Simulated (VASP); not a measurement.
# LiH in VASP: further runs, part 2 of 2

VASP 6.6.1.

### 3 Single point, PBE

Input file INCAR:

```
SYSTEM = LiH
PREC     = Accurate       ! precision mode
ENCUT    = 520            ! plane-wave cutoff, eV
EDIFF    = 1E-7           ! SCF threshold, eV
ISMEAR   = -1             ! smearing method
SIGMA    = 0.03           ! smearing width, eV
LREAL    = .False.        ! projectors in reciprocal space
LASPH    = .True.         ! aspherical terms in the spheres
NELM     = 100            ! most SCF steps
ALGO     = Normal         ! electronic algorithm
ISIF     = 2              ! what is computed and relaxed
LWAVE    = .False.        ! write WAVECAR
LCHARG   = .False.        ! write CHGCAR
GGA      = PE             ! functional
NBANDS   = 9              ! bands
```

Input file KPOINTS:

```
regular mesh
0
Gamma
  15 15 15
  0 0 0
```

Input file POSCAR:

```
LiH
1.0
    0.0000000000      2.0325000000      2.0325000000
    2.0325000000      0.0000000000      2.0325000000
    2.0325000000      2.0325000000      0.0000000000
Li H
1 1
Direct
    0.0000000000      0.0000000000      0.0000000000
    0.5000000000      0.5000000000      0.5000000000
```

Potentials or basis: VASP PAW PBE potentials, release 64 (Li_sv, H).

Run with:

```bash
$ cat potpaw_PBE.64/Li_sv/POTCAR potpaw_PBE.64/H/POTCAR > POTCAR
$ mpirun -np 1 vasp_std > vasp.out
```

OUTCAR:

```text
SYSTEM = LiH
   PREC = Accurate
   ENCUT = 520
   EDIFF = 1E-7
   ISMEAR = -1
   LREAL = .False.
   LASPH = .True.
   NELM = 100
   ISIF = 2
   GGA = PE

 ion  position               nearest neighbor table
   1  0.000  0.000  0.000-
   2  0.500  0.500  0.500-

  LATTYP: Found a face centered cubic cell.
 ALAT       =     4.0650000000

  Lattice vectors:

 A1 = (   0.0000000000,   2.0325000000,   2.0325000000)
 A2 = (   2.0325000000,   0.0000000000,   2.0325000000)
 A3 = (   2.0325000000,   2.0325000000,   0.0000000000)

Analysis of symmetry for initial positions (statically):
=====================================================================
 Subroutine PRICEL returns:
 Original cell was already a primitive cell.

 Routine SETGRP: Setting up the symmetry group for a
 face centered cubic supercell.

 Subroutine GETGRP returns: Found 48 space group operations
 (whereof 48 operations were pure point group operations)
 out of a pool of 48 trial point group operations.

The static configuration has the point symmetry O_h .

Analysis of symmetry for dynamics (positions and initial velocities):
=====================================================================
 Subroutine PRICEL returns:
 Original cell was already a primitive cell.

 Routine SETGRP: Setting up the symmetry group for a
 face centered cubic supercell.

 Subroutine GETGRP returns: Found 48 space group operations
 (whereof 48 operations were pure point group operations)
 out of a pool of 48 trial point group operations.

The dynamic configuration has the point symmetry O_h .

 Subroutine INISYM returns: Found 48 space group operations
 (whereof 48 operations are pure point group operations),
 and found     1 'primitive' translations

----------------------------------------------------------------------------------------

[... 108 lines left out ...]
   EFERMI_NEDOS =   21; number of points for ismear=-14 and -15
   IALGO  =     38    algorithm
   IMIX   =      4    mixing-type and parameters
     AMIX     =   0.40;   BMIX     =  1.00
     AMIX_MAG =   1.60;   BMIX_MAG =  1.00
  volume/ion in A,a.u.               =       8.40        56.66
  Fermi-wavevector in a.u.,A,eV,Ry     =   1.014817  1.917726 14.012000  1.029853
  Thomas-Fermi vector in A             =   2.148066
   LORBIT       =      0    0 simple, 1 ext, 2 COOP (PROOUT), +10 PAW based schemes
   GGA     = PE    functional components
   LHFCALC =     F    Hartree Fock is set to
   AEXX    =    0.0000 exact exchange contribution
   IVDW    =     0    specifies the selected vdW correction
   LEPSILON=     F    determine dielectric tensor
   LRPA    =     F    only Hartree local field effects (RPA)
 non-spin polarized calculation
  energy-cutoff  :      520.00
  volume of cell :       16.79
 maximum number of plane-waves:       465
 NGX is ok and might be reduce to    24
   NGX = 11   NGY = 11   NGZ = 11

 number of electron       3.9999998 magnetization

 Free energy of the ion-electron system (eV)
  ---------------------------------------------------
  ext. energy  EPLUGINS =         0.00000000
  ---------------------------------------------------
  free energy    TOTEN  =        -6.12378978 eV

  energy without entropy =       -6.12378978  energy(sigma->0) =       -6.12378978

 E-fermi :   0.6812     XC(G=0):  -8.3775

 val. band max:       -0.1211605189   @ k =  -0.4667   0.4667   0.0000
 cond. band min:       2.9872082420   @ k =  -0.4667   0.4667   0.0000
 fundamental gap:      3.1083687609
 Fermi energy:         0.6812328317

 k-point     1 :       0.0000    0.0000    0.0000
  band No.  band energies     occupation
      1     -44.4338      2.00000
      2      -5.3748      2.00000
      3      15.4512      0.00000
      4      17.3668      0.00000
      5      17.3668      0.00000
      6      17.3668      0.00000
      7      22.0058      0.00000
      8      22.0058      0.00000
      9      22.0058      0.00000
[... 265 lines left out ...]
 k-point    24 :       0.2000    0.1333    0.0000
  band No.  band energies     occupation
      1     -44.4199      2.00000
      2      -4.6697      2.00000
      3      12.2068      0.00000
      4      14.0966      0.00000
      5      14.3558      0.00000
      6      17.8564      0.00000
      7      18.4844      0.00000
      8      23.4732      0.00000
      9      26.2496      0.00000

 [... further k-points ...]
[... 5 lines left out ...]
  --------------------------------------------------------------------------------------
  -------------------------------------------------------------------------------------
  Total       -0.1757191     -0.1757191     -0.1757191      0.0000000      0.0000000      0.0000000
  in kB      -16.7651661    -16.7651661    -16.7651661      0.0000000      0.0000000      0.0000000
  external PRESSURE =     -16.7651661 kB  Pullay stress =       0.0000000 kB

 VOLUME and BASIS-vectors are now :
 -----------------------------------------------------------------------------
  energy-cutoff  :      520.00
  volume of cell :       16.79
      direct lattice vectors                 reciprocal lattice vectors
     0.000000000  2.032500000  2.032500000    -0.246002460  0.246002460  0.246002460
     2.032500000  0.000000000  2.032500000     0.246002460 -0.246002460  0.246002460
     2.032500000  2.032500000  0.000000000     0.246002460  0.246002460 -0.246002460

 POSITION                                       TOTAL-FORCE (eV/Angst)
 -----------------------------------------------------------------------------------
      0.00000      0.00000      0.00000         0.000000     -0.000000     -0.000000
      2.03250      2.03250      2.03250        -0.000000      0.000000      0.000000
 -----------------------------------------------------------------------------------
    total drift:                                0.000000     -0.000000     -0.000000

  FREE ENERGIE OF THE ION-ELECTRON SYSTEM (eV)
  ---------------------------------------------------
  free  energy   TOTEN  =        -6.1237897774 eV

  energy  without entropy=       -6.1237897774  energy(sigma->0) =       -6.12378978
```

OSZICAR:

```text
N       E                     dE             d eps       ncg     rms          rms(c)
DAV:   1    -0.176883123181E+01   -0.17688E+01   -0.14624E+03  2176   0.409E+02
DAV:   2    -0.630626809434E+01   -0.45374E+01   -0.45148E+01  3069   0.536E+01
DAV:   3    -0.636389551402E+01   -0.57627E-01   -0.57612E-01  2621   0.509E+00
DAV:   4    -0.636415549470E+01   -0.25998E-03   -0.25996E-03  3054   0.305E-01
DAV:   5    -0.636415633824E+01   -0.84354E-06   -0.84356E-06  2673   0.125E-02    0.285E+00
DAV:   6    -0.618196001098E+01    0.18220E+00   -0.15230E-01  2408   0.119E+00    0.142E+00
DAV:   7    -0.612197238501E+01    0.59988E-01   -0.19277E-01  2561   0.153E+00    0.219E-01
DAV:   8    -0.612386230555E+01   -0.18899E-02   -0.47458E-03  2545   0.438E-01    0.426E-02
DAV:   9    -0.612379527585E+01    0.67030E-04   -0.15722E-04  2812   0.471E-02    0.751E-03
DAV:  10    -0.612379112163E+01    0.41542E-05   -0.67349E-06  2488   0.184E-02    0.249E-03
DAV:  11    -0.612379034183E+01    0.77979E-06   -0.20176E-07  3058   0.220E-03    0.569E-04
DAV:  12    -0.612378956738E+01    0.77446E-06   -0.47762E-09  1420   0.619E-04    0.438E-04
DAV:  13    -0.612378975078E+01   -0.18340E-06   -0.81947E-09  1270   0.417E-04    0.328E-05
DAV:  14    -0.612378977737E+01   -0.26592E-07   -0.40842E-10  1223   0.163E-04
   1 F= -.61237898E+01 E0= -.61237898E+01  d E =-.168326E-13
```

stdout:

```text
POSCAR found type information on POSCAR LiH
 POSCAR found :  2 types and       2 ions
 scaLAPACK will be used
 LDA part: xc-table for (Slater+PW92), standard interpolation
 POSCAR, INCAR and KPOINTS ok, starting setup
 FFT: planning ... GRIDC
 FFT: planning ... GRID_SOFT
 FFT: planning ... GRID
 WAVECAR not read
 entering main loop
```

It took 26 s on 1 thread of Intel Xeon 8259CL, shared host; peak memory 0.14 GiB.

What came out:

```
Free energy            : -6.1238 eV
Band gap on the k mesh : 3.11 eV
```

Caveat: the cutoff is under 1.25 times the usual one of these potentials, so pressure, stress and relaxed cells hold a basis-set (Pulay) error; an odd mesh through Γ misses points on the zone boundary, where band edges can lie.

### 4 Single point, PBE (atom 2 (H) moved by [0.12, 0.0, 0.0] A)

Input file INCAR:

```
SYSTEM = LiH
ALGO     = Normal         ! electronic algorithm
EDIFF    = 1E-7           ! SCF threshold, eV
ENCUT    = 520            ! plane-wave cutoff, eV
GGA      = PE             ! functional
ISIF     = 2              ! what is computed and relaxed
ISMEAR   = -1             ! smearing method
LASPH    = .True.         ! aspherical terms in the spheres
LCHARG   = .False.        ! write CHGCAR
LREAL    = .False.        ! projectors in reciprocal space
LWAVE    = .False.        ! write WAVECAR
NBANDS   = 9              ! bands
NELM     = 60             ! most SCF steps
PREC     = Accurate       ! precision mode
SIGMA    = 0.03           ! smearing width, eV
```

Input file KPOINTS:

```
k-points
0
Gamma
  11 11 11
  0 0 0
```

Edit POSCAR of step 3 so:

```diff
@@ -9,2 +9,2 @@
     0.0000000000      0.0000000000      0.0000000000
-    0.5000000000      0.5000000000      0.5000000000
+    0.4704797048      0.5295202952      0.5295202952
```

Run with:

```bash
$ cat potpaw_PBE.64/Li_sv/POTCAR potpaw_PBE.64/H/POTCAR > POTCAR
$ mpirun -np 1 vasp_std > vasp.out
```

It took 26 s on 1 thread of Intel Xeon 8259CL, shared host; peak memory 0.14 GiB.

Results (log left out):

* Free energy: -6.1165 eV
* Largest force: 0.127 eV/Å
* Band gap on the k mesh: 3.20 eV

Forces in eV/Å, atoms in the order of the input:
```
Li   0.127  0.000  0.000
H   -0.127  0.000  0.000
```

Levels at points of the mesh, in eV from the valence-band top:
| k point | band 1 | band 2 | band 3 | band 4 | band 5 | band 6 |
| --- | --- | --- | --- | --- | --- | --- |
| (0.00, 0.00, 0.00) | -44.28 | -5.23 | 15.32 | 17.54 | 17.54 | 17.83 |

Caveat: the cell differs from its parent crystal (atom 2 (H) moved by [0.12, 0.0, 0.0] A); the cutoff is under 1.25 times the usual one of these potentials, so pressure, stress and relaxed cells hold a basis-set (Pulay) error; an odd mesh through Γ misses points on the zone boundary, where band edges can lie.

### 5 Single point, PBE (x and y stretched by +1 %, z held)

Input file INCAR:

```
SYSTEM = LiH
PREC = Accurate
ENCUT = 520
EDIFF = 1E-6
ISMEAR = -1
SIGMA = 0.03
LREAL = .FALSE.
LASPH = .TRUE.
NELM = 100
ALGO = Normal
ISIF = 2
LWAVE = .FALSE.
LCHARG = .TRUE.
GGA = PE
LELF = .TRUE.
LVHAR = .TRUE.
NBANDS = 9
```

Input file KPOINTS:

```
regular mesh
0
G
  11 11 11
  0 0 0
```

Input file POSCAR:

```
LiH
1.0
    0.0000000000      2.0528250000      2.0325000000
    2.0528250000      0.0000000000      2.0325000000
    2.0528250000      2.0528250000      0.0000000000
Li H
1 1
Direct
    0.0000000000      0.0000000000      0.0000000000
    0.5000000000      0.5000000000      0.5000000000
```

Run with:

```bash
$ cat potpaw_PBE.64/Li_sv/POTCAR potpaw_PBE.64/H/POTCAR > POTCAR
$ mpirun -np 1 vasp_std > vasp.out
```

Run time: 23 s. Hardware: 1 thread of Intel Xeon 8259CL, shared host; peak memory 0.14 GiB.

It converged, with:

```yaml
Free_energy: -6.1199 eV
Band_gap_on_the_k_mesh: 3.12 eV (least direct gap 3.19 eV)
```

Levels at points of the mesh, in eV from the valence-band top:
```csv
k point,band 1,band 2,band 3,band 4,band 5,band 6
"(0.00, 0.00, 0.00)",-44.36,-5.21,15.30,17.21,17.29,17.29
```

Caveat: the cell differs from its parent crystal (x and y stretched by +1 %, z held); the cutoff is under 1.25 times the usual one of these potentials, so pressure, stress and relaxed cells hold a basis-set (Pulay) error; an odd mesh through Γ misses points on the zone boundary, where band edges can lie.

### 6 Summary

| cell | k mesh | gap on the mesh (eV) |
| --- | --- | --- |
| a = 2.874 Å, angles 60.0°, 2 atoms, atomic positions A | 8 × 8 × 8 | 3.01 |
| a = 2.874 Å, angles 60.0°, 2 atoms, atomic positions A | 15 × 15 × 15 | 3.11 |
| a = 2.874 Å, angles 60.0°, 2 atoms, atomic positions B | 11 × 11 × 11 | 3.20 |
| a = 2.889, b = 2.889, c = 2.903 Å, angles 59.8, 59.8, 60.3°, 2 atoms, atomic positions A | 11 × 11 × 11 | 3.12 |

Alike in all rows: task single point; level PBE; potentials or basis VASP PAW PBE potentials, release 64 (Li_sv, H); no spin polarisation; cutoff (eV) 520; smearing fermi-dirac 0.03 eV.

Caveats: the cutoff is under 1.25 times the usual one of these potentials, so pressure, stress and relaxed cells hold a basis-set (Pulay) error; an odd mesh through Γ misses points on the zone boundary, where band edges can lie (at least some runs).

Total energies depend on the potentials used, so only differences within one code and one set of settings carry meaning.
